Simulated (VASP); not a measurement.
Set up this calculation in VASP 6.6.1, as the native input.

```
Task                   : single point
Functional             : PBEsol
Potentials or basis    : VASP PAW PBE potentials, release 64 (Al, N)
Cutoff                 : 520 eV
k mesh                 : 2 × 2 × 2, shifted
Occupations            : gaussian, width 0.1 eV
Spin                   : no spin polarisation
Dipole correction      : no
Further INCAR settings : LREAL = Auto; ALGO = Normal; EDIFF = 1e-07; NBANDS = 46; ISYM = 0
```

The structure of AlN lies in POSCAR:

```
AlN
1.0
   -4.3679871192      4.3679871192      0.0000000000
   -4.3679871192      0.0000000000      4.3679871192
    0.0000000000      4.3679871192      4.3679871192
Al N
8 8
Direct
    0.0000000000      0.0000000000      0.0000000000
    0.5000000000      0.0000000000      0.0000000000
    0.0000000000      0.5000000000      0.0000000000
    0.0000000000      0.0000000000      0.5000000000
    0.5000000000      0.5000000000      0.0000000000
    0.5000000000      0.0000000000      0.5000000000
    0.0000000000      0.5000000000      0.5000000000
    0.5000000000      0.5000000000      0.5000000000
    0.6250000000      0.6250000000      0.1250000000
    0.1250000000      0.6250000000      0.1250000000
    0.6250000000      0.1250000000      0.1250000000
    0.6250000000      0.6250000000      0.6250000000
    0.1250000000      0.1250000000      0.1250000000
    0.1250000000      0.6250000000      0.6250000000
    0.6250000000      0.1250000000      0.6250000000
    0.1250000000      0.1250000000      0.6250000000
```

The input as run:

INCAR

```
PREC = Accurate
ENCUT = 520
EDIFF = 1E-7
ISMEAR = 0
SIGMA = 0.1
LREAL = Auto
LASPH = T
NELM = 60
ALGO = Normal
ISIF = 2
LWAVE = F
LCHARG = F
GGA = PS
NBANDS = 46
ISYM = 0
```

KPOINTS

```
Automatic mesh
0
Gamma
  2 2 2
  0.5 0.5 0.5
```

Potentials or basis: VASP PAW PBE potentials, release 64 (Al, N).

Run with:

```bash
$ cat potpaw_PBE.64/Al/POTCAR potpaw_PBE.64/N/POTCAR > POTCAR
$ mpirun -np 1 vasp_std > vasp.out
```

Results of the run:

The pressure is 1.4 GPa and the band gap on the k mesh is 4.12 eV.

Caveat: the k points lie up to 0.62 Å⁻¹ apart; the PAW data sets were made with another functional, which shifts forces and pressure a little; a shifted mesh leaves out Γ, where band edges can lie.

It took 5.1 min on 1 thread of Intel(R) Xeon(R) Platinum 8259CL CPU @ 2.50GHz (Skylake/Cascade Lake), on a shared host, peak memory 0.34 GiB.
